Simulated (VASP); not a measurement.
Crystal: AlN.

```
Al N
1.0
     0.00000    2.20162    2.20162
     2.20162    0.00000    2.20162
     2.20162    2.20162    0.00000
Al N
1 1
Direct
  0.00000 0.00000 0.00000
  0.75000 0.75000 0.75000
```

Base run:

| Quantity | Value |
| --- | --- |
| Program | VASP 6.6.1 |
| Functional | PBE |
| Potentials or basis | VASP PAW PBE potentials, release 64 (Al, N) |
| Cutoff | 600 eV |
| k mesh | 10 × 10 × 10 |
| Occupations | gaussian, width 0.02 eV |
| Spin | no spin polarisation |

Its results: band gap on the k mesh 3.31 eV, indirect (least direct gap 3.98 eV); pressure -0.4 GPa.

Task: The run is repeated on the same cell with these changes: functional from PBE to r2SCAN; cutoff from 600 eV to 660 eV. What comes out?

Result: Band gap on the k mesh 3.92 eV, indirect (least direct gap 4.67 eV); pressure -5.0 GPa.

r2SCAN gives the wider gap, since meta-GGAs in the generalised Kohn-Sham scheme recover part of the derivative discontinuity.

Caveats: the PAW data sets were made with another functional, which shifts forces and pressure a little (some runs).

A k mesh can miss the band edges.
